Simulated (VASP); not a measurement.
# C (P6_3/mmc) in VASP: a series of runs

The runs below take C through single point, with LDA.

The COD entry that gives the cell may itself be a prediction, so a difference from it is no test against experiment.

Everything below comes from runs of VASP 6.6.1. Logs are shortened: lines on timing, memory, paths and dates and some standing lists are left out, and cuts for length are marked.

**1. The cell of the first run**

The structure is hexagonal, space group P6_3/mmc (No. 194). The conventional cell has a = 2.376 Å, b = 2.376 Å, c = 12.906 Å, α = 90.00°, β = 90.00°, γ = 120.00°. C (site symmetry 3m) has 4 C at 1.47 to 1.63 Å within 2.0 Å. Within 2.0 Å of C (site symmetry 3m) lie 4 C at 1.47 to 1.60 Å. C (site symmetry 3m) has 4 C at 1.47 to 1.60 Å within 2.0 Å.

**2. Single point, LDA**

Input file INCAR:

```
PREC = Accurate
ENCUT = 520
EDIFF = 1E-7
ISMEAR = 0
SIGMA = 0.05
LREAL = False
LASPH = True
NELM = 100
ALGO = Normal
ISIF = 2
LWAVE = False
LCHARG = True
GGA = CA
LELF = True
LVHAR = True
NBANDS = 36
```

Input file KPOINTS:

```
Automatic mesh
0
Gamma
  12 12 2
```

Input file POSCAR:

```
C
1.0
    2.3758000000      0.0000000000      0.0000000000
   -1.1879000000      2.0575031543      0.0000000000
    0.0000000000      0.0000000000     12.9064000000
C
12
Direct
    0.0000000000      0.0000000000      0.1868599868
    0.0000000000      0.0000000000      0.6868599868
    0.0000000000      0.0000000000      0.3131400132
    0.0000000000      0.0000000000      0.8131400132
    0.3333333333      0.6666666667      0.5207718743
    0.6666666667      0.3333333333      0.0207718743
    0.3333333333      0.6666666667      0.9792281257
    0.6666666667      0.3333333333      0.4792281257
    0.3333333333      0.6666666667      0.6450609412
    0.6666666667      0.3333333333      0.1450609412
    0.3333333333      0.6666666667      0.8549390588
    0.6666666667      0.3333333333      0.3549390588
```

Potentials or basis: VASP PAW LDA potentials, release 64 (C).

Launch:

```
$ cat potpaw_LDA.64/C/POTCAR > POTCAR
$ mpirun -np 1 vasp_std > vasp.out
```

OUTCAR:

```text
PREC = Accurate
   ENCUT = 520
   EDIFF = 1E-7
   ISMEAR = 0
   LREAL = False
   LASPH = True
   NELM = 100
   ISIF = 2
   GGA = CA

 ion  position               nearest neighbor table
   1  0.000  0.000  0.187-  10 1.47  10 1.47  10 1.47   3 1.63
   2  0.000  0.000  0.687-   9 1.47   9 1.47   9 1.47   4 1.63
   3  0.000  0.000  0.313-  12 1.47  12 1.47  12 1.47   1 1.63
   4  0.000  0.000  0.813-  11 1.47  11 1.47  11 1.47   2 1.63
   5  0.333  0.667  0.521-   8 1.47   8 1.47   8 1.47   9 1.60
   6  0.667  0.333  0.021-   7 1.47   7 1.47   7 1.47  10 1.60
   7  0.333  0.667  0.979-   6 1.47   6 1.47   6 1.47  11 1.60
   8  0.667  0.333  0.479-   5 1.47   5 1.47   5 1.47  12 1.60
   9  0.333  0.667  0.645-   2 1.47   2 1.47   2 1.47   5 1.60
  10  0.667  0.333  0.145-   1 1.47   1 1.47   1 1.47   6 1.60
  11  0.333  0.667  0.855-   4 1.47   4 1.47   4 1.47   7 1.60
  12  0.667  0.333  0.355-   3 1.47   3 1.47   3 1.47   8 1.60

  LATTYP: Found a hexagonal cell.
 ALAT       =     2.3758000000
 C/A-ratio  =     5.4324438084

  Lattice vectors:

 A1 = (   2.3758000000,   0.0000000000,   0.0000000000)
 A2 = (  -1.1879000000,   2.0575031543,   0.0000000000)
 A3 = (   0.0000000000,   0.0000000000,  12.9064000000)

Analysis of symmetry for initial positions (statically):
=====================================================================
 Subroutine PRICEL returns:
 Original cell was already a primitive cell.

 Routine SETGRP: Setting up the symmetry group for a
 hexagonal supercell.

 Subroutine GETGRP returns: Found 24 space group operations
 (whereof 12 operations were pure point group operations)
 out of a pool of 24 trial point group operations.

The static configuration has the point symmetry D_3d.
 The point group associated with its full space group is D_6h.

Analysis of symmetry for dynamics (positions and initial velocities):
=====================================================================
 Subroutine PRICEL returns:
 Original cell was already a primitive cell.

 Routine SETGRP: Setting up the symmetry group for a
 hexagonal supercell.

 Subroutine GETGRP returns: Found 24 space group operations
 (whereof 12 operations were pure point group operations)
 out of a pool of 24 trial point group operations.

The dynamic configuration has the point symmetry D_3d.
 The point group associated with its full space group is D_6h.

 Subroutine INISYM returns: Found 24 space group operations
 (whereof 12 operations are pure point group operations),
 and found     1 'primitive' translations

----------------------------------------------------------------------------------------

                                     Primitive cell

  volume of cell :      63.0893

  direct lattice vectors                    reciprocal lattice vectors
     2.375800000  0.000000000  0.000000000     0.420910851  0.243012993  0.000000000
    -1.187900000  2.057503154  0.000000000     0.000000000  0.486025986  0.000000000
     0.000000000  0.000000000 12.906400000     0.000000000  0.000000000  0.077480940

  length of vectors
     2.375800000  2.375800000 12.906400000     0.486025986  0.486025986  0.077480940

  position of ions in fractional coordinates (direct lattice)
     0.000000000  0.000000000  0.186859987
     0.000000000  0.000000000  0.686859987
     0.000000000  0.000000000  0.313140013
     0.000000000  0.000000000  0.813140013
     0.333333333  0.666666667  0.520771874
     0.666666667  0.333333333  0.020771874
     0.333333333  0.666666667  0.979228126
     0.666666667  0.333333333  0.479228126
     0.333333333  0.666666667  0.645060941
     0.666666667  0.333333333  0.145060941
     0.333333333  0.666666667  0.854939059
     0.666666667  0.333333333  0.354939059

  ion indices of the primitive-cell ions
   primitive index   ion index
                 1           1
                 2           2
                 3           3
                 4           4
                 5           5
                 6           6
                 7           7
                 8           8
                 9           9
                10          10
                11          11
                12          12

----------------------------------------------------------------------------------------

 KPOINTS: Automatic mesh

Automatic generation of k-mesh.
 Grid dimensions read from file:
 generate k-points for:   12   12    2

 Generating k-lattice:

  Cartesian coordinates                     Fractional coordinates (reciprocal lattice)
     0.035075904  0.020251083  0.000000000     0.083333333  0.000000000  0.000000000
     0.000000000  0.040502166  0.000000000     0.000000000  0.083333333  0.000000000
     0.000000000  0.000000000  0.038740470     0.000000000  0.000000000  0.500000000

  Length of vectors
     0.040502166  0.040502166  0.038740470

  Shift w.r.t. Gamma in fractional coordinates (k-lattice)
     0.000000000  0.000000000  0.000000000

 Subroutine IBZKPT returns following result:
 ===========================================

 Found     38 irreducible k-points:

 Following reciprocal coordinates:
            Coordinates               Weight
  0.000000  0.000000  0.000000      1.000000
  0.083333  0.000000  0.000000      6.000000
  0.166667  0.000000  0.000000      6.000000
  0.250000  0.000000  0.000000      6.000000
  0.333333  0.000000  0.000000      6.000000
  0.416667  0.000000  0.000000      6.000000
[... 16 lines left out ...]
  0.250000  0.000000  0.500000      6.000000
  0.333333  0.000000  0.500000      6.000000
 [... further k-points ...]
   k-points           NKPTS =     38   k-points in BZ     NKDIM =     38   number of bands    NBANDS=     36
   number of dos      NEDOS =    301   number of ions     NIONS =     12
   total plane-waves  NPLWV =  31104
   dimension x,y,z NGX =    18 NGY =   18 NGZ =   96
   dimension x,y,z NGXF=    36 NGYF=   36 NGZF=  192
   ions per type =              12
   NGX,Y,Z   is equivalent  to a cutoff of  12.60, 12.60, 12.37 a.u.
   NGXF,Y,Z  is equivalent  to a cutoff of  25.19, 25.19, 24.73 a.u.
 SYSTEM =  unknown system
   PREC   = accura    normal or accurate (medium, high low for compatibility)
   ISTART =      0    job   : 0-new  1-cont  2-samecut
   ICHARG =      2    charge: 1-file 2-atom 10-const
   ISPIN  =      1    spin polarized calculation?
   LNONCOLLINEAR =      F non collinear calculations
   LSORBIT =      F    spin-orbit coupling
   LASPH  =      T    aspherical Exc in radial PAW
   ENCUT  =  520.0 eV  38.22 Ry    6.18 a.u.   4.42  4.42 24.00*2*pi/ulx,y,z
   NELM   =    100;   NELMIN=  2; NELMDL= -5     # of ELM steps
   EDIFF  = 0.1E-06   stopping-criterion for ELM
   LREAL  =      F    real-space projection
   EDIFFG = 0.1E-05   stopping-criterion for IOM
   NSW    =      0    number of steps for IOM
   IBRION =     -1    ionic relax: 0-MD 1-quasi-New 2-CG
   NFREE  =      0    steps in history (QN), initial steepest desc. (CG)
   ISIF   =      2    stress and relaxation
   ISYM   =      2    0-nonsym 1-usesym 2-fastsym
   POTIM  = 0.5000    time-step for ionic-motion
   TEBEG  =    0.0;   TEEND  =   0.0 temperature during run
   PSTRESS=    0.0 pullay stress
   NELECT =      48.0000    total number of electrons
   NUPDOWN=      -1.0000    fix difference up-down
   EMIN   =  10.00;   EMAX   =-10.00  energy-range for DOS
   EFERMI =   0.00;   METHOD = LEGACY
   ISMEAR =     0;   SIGMA  =   0.05  broadening in eV -4-tet -1-fermi 0-gaus
   EFERMI_NEDOS =   21; number of points for ismear=-14 and -15
   IALGO  =     38    algorithm
   IMIX   =      4    mixing-type and parameters
     AMIX     =   0.40;   BMIX     =  1.00
     AMIX_MAG =   1.60;   BMIX_MAG =  1.00
  volume/ion in A,a.u.               =       5.26        35.48
  Fermi-wavevector in a.u.,A,eV,Ry     =   1.494526  2.824244 30.390072  2.233607
  Thomas-Fermi vector in A             =   2.606787
   LORBIT       =      0    0 simple, 1 ext, 2 COOP (PROOUT), +10 PAW based schemes
   GGA     = CA    functional components
   LHFCALC =     F    Hartree Fock is set to
   AEXX    =    0.0000 exact exchange contribution
   IVDW    =     0    specifies the selected vdW correction
   LEPSILON=     F    determine dielectric tensor
   LRPA    =     F    only Hartree local field effects (RPA)
 non-spin polarized calculation
 Gauss-broadening in eV      SIGMA  =   0.05
  energy-cutoff  :      520.00
  volume of cell :       63.09
 maximum number of plane-waves:      1757
 NGX is ok and might be reduce to    18

 number of electron      48.0000019 magnetization

 Free energy of the ion-electron system (eV)
  ---------------------------------------------------
  ext. energy  EPLUGINS =         0.00000000
  ---------------------------------------------------
  free energy    TOTEN  =      -119.49752394 eV

  energy without entropy =     -119.49752394  energy(sigma->0) =     -119.49752394

 E-fermi :  11.2754     XC(G=0): -13.8664

 val. band max:       11.0599455311   @ k =   0.0000   0.0000   0.0000
 cond. band min:      14.0374345344   @ k =   0.0000   0.0000   0.0000
 fundamental gap:      2.9774890033
 Fermi energy:        11.2753606687

 k-point     1 :       0.0000    0.0000    0.0000
  band No.  band energies     occupation
      1     -11.5475      2.00000
      2     -10.9090      2.00000
      3     -10.8032      2.00000
      4      -8.8884      2.00000
      5      -8.8282      2.00000
      6      -6.6951      2.00000
[... 28 lines left out ...]
     35      19.7651      0.00000
     36      20.2538      0.00000
[... 866 lines left out ...]
      6      -4.7185      2.00000
[... 28 lines left out ...]
     35      20.8706      0.00000
     36      20.8706      0.00000

 [... further k-points ...]

------------------------ aborting loop because EDIFF is reached ----------------------------------------

  FORCE on cell =-STRESS in cart. coord.  units (eV):
  Direction    XX          YY          ZZ          XY          YZ          ZX
  --------------------------------------------------------------------------------------
  -------------------------------------------------------------------------------------
  Total       29.0572344     29.0572344    -20.9854487      0.0000000      0.0000000      0.0000000
  in kB      737.9201180    737.9201180   -532.9338828      0.0000000      0.0000000      0.0000000
  external PRESSURE =     314.3021177 kB  Pullay stress =       0.0000000 kB

 VOLUME and BASIS-vectors are now :
 -----------------------------------------------------------------------------
  energy-cutoff  :      520.00
  volume of cell :       63.09
      direct lattice vectors                 reciprocal lattice vectors
     2.375800000  0.000000000  0.000000000     0.420910851  0.243012993  0.000000000
    -1.187900000  2.057503154  0.000000000     0.000000000  0.486025986  0.000000000
     0.000000000  0.000000000 12.906400000     0.000000000  0.000000000  0.077480940

 POSITION                                       TOTAL-FORCE (eV/Angst)
 -----------------------------------------------------------------------------------
      0.00000      0.00000      2.41169        -0.000000      0.000000      0.226898
      0.00000      0.00000      8.86489         0.000000     -0.000000      0.226898
      0.00000      0.00000      4.04151        -0.000000      0.000000     -0.226898
      0.00000      0.00000     10.49471         0.000000     -0.000000     -0.226898
     -0.00000      1.37167      6.72129        -0.000000     -0.000000      0.269054
      1.18790      0.68583      0.26809         0.000000     -0.000000      0.269054
     -0.00000      1.37167     12.63831        -0.000000      0.000000     -0.269054
      1.18790      0.68583      6.18511         0.000000     -0.000000     -0.269054
     -0.00000      1.37167      8.32541         0.000000     -0.000000     -0.113068
      1.18790      0.68583      1.87221        -0.000000      0.000000     -0.113068
     -0.00000      1.37167     11.03419         0.000000      0.000000      0.113068
      1.18790      0.68583      4.58099        -0.000000      0.000000      0.113068
 -----------------------------------------------------------------------------------
    total drift:                                0.000000      0.000000      0.000000

  FREE ENERGIE OF THE ION-ELECTRON SYSTEM (eV)
  ---------------------------------------------------
  free  energy   TOTEN  =      -119.4975239355 eV

  energy  without entropy=     -119.4975239355  energy(sigma->0) =     -119.49752394
```

Wall time 61 s (1 thread of Intel Xeon Platinum 8488C (Sapphire Rapids), shared host); peak memory 0.17 GiB.

Results:

- Free energy: -119.4975 eV
- Pressure: 31.4 GPa
- Largest force: 0.269 eV/Å
- Band gap on the k mesh: 2.98 eV, direct

Forces in eV/Å, atoms in the order of the input:
```
C    0.000  0.000  0.227
C    0.000  0.000  0.227
C    0.000  0.000 -0.227
C    0.000  0.000 -0.227
C    0.000  0.000  0.269
C    0.000  0.000  0.269
C    0.000  0.000 -0.269
C    0.000  0.000 -0.269
C    0.000  0.000 -0.113
C    0.000  0.000 -0.113
C    0.000  0.000  0.113
C    0.000  0.000  0.113
```

Stress tensor (GPa, compression positive):
```
 73.79   0.00   0.00
  0.00  73.79   0.00
  0.00   0.00 -53.29
```

A k mesh can miss the band edges. Expect the measured gap to be larger: semilocal functionals such as LDA lack the derivative discontinuity.

**3. Single point, LDA**

This run uses another cell than the first one, of the same volume but with other edges.

Input file INCAR:

```
PREC     = Accurate       # precision mode
ENCUT    = 520            # plane-wave cutoff, eV
EDIFF    = 1E-6           # SCF threshold, eV
ISMEAR   = 0              # smearing method
SIGMA    = 0.05           # smearing width, eV
LREAL    = False          # projectors in reciprocal space
LASPH    = True           # aspherical terms in the spheres
NELM     = 60             # most SCF steps
ALGO     = Normal         # electronic algorithm
ISIF     = 2              # what is computed and relaxed
LWAVE    = False          # write WAVECAR
LCHARG   = False          # write CHGCAR
NBANDS   = 36             # bands
```

KPOINTS is that of step 2.

POSCAR: that of step 2 with these lines changed.

```diff
@@ -2,5 +2,5 @@
 1.0
-    2.3758000000      0.0000000000      0.0000000000
-   -1.1879000000      2.0575031543      0.0000000000
-    0.0000000000      0.0000000000     12.9064000000
+    2.4340000000      0.0000000000      0.0000000000
+   -1.2170000000      2.1079058328      0.0000000000
+    0.0000000000      0.0000000000     12.2917957867
 C
```

Potentials or basis: VASP PAW LDA potentials, release 64 (C).

Launch:

```
$ cat potpaw_LDA.64/C/POTCAR > POTCAR
$ mpirun -np 1 vasp_std > vasp.out
```

Wall time 56 s (1 thread of Intel Xeon Platinum 8488C (Sapphire Rapids), shared host); peak memory 0.17 GiB.

The run converged. Its results:

```
Free energy            : -121.0375 eV
Pressure               : 26.4 GPa
Largest force          : 0.188 eV/Å
Band gap on the k mesh : 4.71 eV, indirect (least direct gap 5.07 eV)
```

Forces in eV/Å, atoms in the order of the input:
```
C    0.000  0.000  0.188
C    0.000  0.000  0.188
C    0.000  0.000 -0.188
C    0.000  0.000 -0.188
C    0.000  0.000  0.168
C    0.000  0.000  0.168
C    0.000  0.000 -0.168
C    0.000  0.000 -0.168
C    0.000  0.000 -0.126
C    0.000  0.000 -0.126
C    0.000  0.000  0.126
C    0.000  0.000  0.126
```

Stress tensor (GPa, compression positive):
```
37.25  0.00  0.00
 0.00 37.25  0.00
 0.00  0.00  4.64
```

Levels at points of the mesh, in eV from the valence-band top:
```tsv
k point	band 22	band 23	band 24	band 25	band 26	band 27
(0.00, 0.00, 0.00)	-0.22	0.00	0.00	5.07	5.79	5.79
(0.50, 0.00, 0.00)	-4.33	-3.92	-3.22	5.10	5.30	5.66
(0.00, 0.00, 0.50)	-0.31	-0.31	-0.31	6.09	6.09	6.17
(0.50, 0.00, 0.50)	-4.10	-3.55	-3.55	5.25	5.25	5.68
```

A k mesh can miss the band edges. A hybrid or GW would open this gap; LDA tends to underestimate it.

**4. Single point, LDA**

This run uses another cell than the first one, of 5.33 Å³/atom, 1.013 times its volume.

Input file INCAR:

```
SYSTEM = C
PREC = Accurate ; ENCUT = 520
EDIFF = 1E-6 ; ISMEAR = 0
SIGMA = 0.05 ; LREAL = .FALSE.
LASPH = .TRUE. ; NELM = 60
ALGO = Normal ; ISIF = 2
LWAVE = .FALSE. ; LCHARG = .FALSE.
GGA = CA ; NBANDS = 36
```

Input file KPOINTS:

```
Automatic mesh
0
G
  12 12 2
  0 0 0
```

POSCAR: that of step 3 with these lines changed.

```diff
@@ -2,5 +2,5 @@
 1.0
-    2.4340000000      0.0000000000      0.0000000000
-   -1.2170000000      2.1079058328      0.0000000000
-    0.0000000000      0.0000000000     12.2917957867
+    2.4921382545      0.0000000000      0.0000000000
+   -1.2460691272      2.1582550381      0.0000000000
+    0.0000000000      0.0000000000     11.8821000000
 C
```

Launch:

```
$ cat potpaw_LDA.64/C/POTCAR > POTCAR
$ mpirun -np 1 vasp_std > vasp.out
```

Run time: 58 s. Hardware: 1 thread of Intel Xeon Platinum 8488C (Sapphire Rapids), shared host; peak memory 0.18 GiB.

It converged, with:

```yaml
Free_energy: -121.0445 eV
Pressure: 19.6 GPa
Largest_force: 0.335 eV/Å
Band_gap_on_the_k_mesh: 4.25 eV, indirect (least direct gap 5.09 eV)
```

Forces on the atoms (eV/Å):
```
C    0.000  0.000 -0.270
C    0.000  0.000 -0.270
C    0.000  0.000  0.270
C    0.000  0.000  0.270
C    0.000  0.000 -0.335
C    0.000  0.000 -0.335
C    0.000  0.000  0.335
C    0.000  0.000  0.335
C    0.000  0.000  0.224
C    0.000  0.000  0.224
C    0.000  0.000 -0.224
C    0.000  0.000 -0.224
```

Stress tensor (GPa, compression positive):
```
 3.68  0.00  0.00
 0.00  3.68  0.00
 0.00  0.00 51.43
```

Levels at points of the mesh, in eV from the valence-band top:
| k point | band 20 | band 21 | band 22 | band 23 | band 24 | band 25 | band 26 | band 27 | band 28 | band 29 |
| --- | --- | --- | --- | --- | --- | --- | --- | --- | --- | --- |
| (0.00, 0.00, 0.00) | -1.20 | -1.20 | -0.20 | 0.00 | 0.00 | 5.09 | 5.09 | 6.36 | 6.36 | 6.37 |
| (0.50, 0.00, 0.00) | -4.50 | -4.35 | -4.29 | -3.80 | -2.92 | 4.25 | 4.94 | 4.99 | 6.14 | 7.01 |
| (0.00, 0.00, 0.50) | -1.28 | -0.41 | -0.41 | -0.41 | -0.41 | 5.56 | 5.56 | 5.56 | 5.56 | 6.78 |
| (0.50, 0.00, 0.50) | -5.37 | -3.91 | -3.91 | -3.34 | -3.34 | 4.43 | 4.43 | 5.86 | 5.86 | 6.54 |

**5. The runs side by side**

```csv
cell,gap on the mesh (eV),pressure (GPa),largest force (eV/Å)
"a = 2.376, b = 2.376, c = 12.906 Å, angles 90.0, 90.0, 120.0°, 12 atoms",2.98,31.4,0.27
"a = 2.434, b = 2.434, c = 12.292 Å, angles 90.0, 90.0, 120.0°, 12 atoms",4.71,26.4,0.19
"a = 2.492, b = 2.492, c = 11.882 Å, angles 90.0, 90.0, 120.0°, 12 atoms",4.25,19.6,0.33
```

Alike in all rows: task single point; level LDA; potentials or basis VASP PAW LDA potentials, release 64 (C); no spin polarisation; k mesh 12 × 12 × 2; cutoff (eV) 520; smearing gaussian 0.05 eV.

Total energies depend on the potentials used, so only differences within one code and one set of settings carry meaning.
